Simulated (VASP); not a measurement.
Set up this calculation in VASP 6.6.1, as the native input.

- Task: relaxation of cell and atoms
- Functional: PBE
- Potentials or basis: VASP PAW PBE potentials, release 64 (C)
- Cutoff: 600 eV
- k mesh: 24 × 24 × 22
- Occupations: fermi-dirac, width 0.1 eV
- Spin: no spin polarisation
- Target pressure: 96 GPa
- Dipole correction: no
- Further INCAR settings: ALGO = Normal; EDIFF = 1e-07; IBRION = 2; EDIFFG = -0.005; NSW = 60; ISIF = 3

The structure of C lies in POSCAR:

```
C
1.0
    1.8678096906      0.0000000000      0.0000000000
   -0.9339048453      1.6175706415      0.0000000000
    0.0000000000      0.0000000000      1.7557411092
C
1
Direct
    0.0000000000      0.0000000000      0.0000000000
```

The input as run:

INCAR

```
PREC     = Accurate       # precision mode
ENCUT    = 600            # plane-wave cutoff, eV
EDIFF    = 1E-7           # SCF threshold, eV
ISMEAR   = -1             # smearing method
SIGMA    = 0.1            # smearing width, eV
LREAL    = F              # projectors in reciprocal space
LASPH    = T              # aspherical terms in the spheres
NELM     = 80             # most SCF steps
ALGO     = Normal         # electronic algorithm
ISIF     = 3              # what is computed and relaxed
LWAVE    = F              # write WAVECAR
LCHARG   = F              # write CHGCAR
GGA      = PE             # functional
IBRION   = 2              # ionic algorithm
NSW      = 60             # ionic steps
EDIFFG   = -0.005         # ionic threshold
PSTRESS  = 960.0
```

KPOINTS

```
Automatic mesh
0
Gamma
  24 24 22
```

Potentials or basis: VASP PAW PBE potentials, release 64 (C).

Command:

```console
$ cat potpaw_PBE.64/C/POTCAR > POTCAR
$ mpirun -np 1 vasp_std > vasp.out
```

It gave:

```
Relaxed volume                                             : 4.60 Å³/atom
Relaxed cell                                               : a = 1.864 Å, b = 1.864 Å, c = 1.527 Å, α = 90.00°, β = 90.00°, γ = 120.00°
Space group after relaxing (to 0.1 Å)                      : P6/mmm (No. 191)
Energy change on relaxing (the run minimises the enthalpy) : -48.8 meV/atom
Ionic steps                                                : 16
Pressure after relaxing                                    : 96.0 GPa
Band gap on the k mesh                                     : zero (bands 2 and 3 overlap by 19.79 eV)
```

Caveat: the cell is relaxed towards a set pressure, so the run minimises the enthalpy, not the energy.

Run time: 3.1 min on 1 thread of Intel Xeon 8259CL (shared host), peak memory 0.13 GiB.
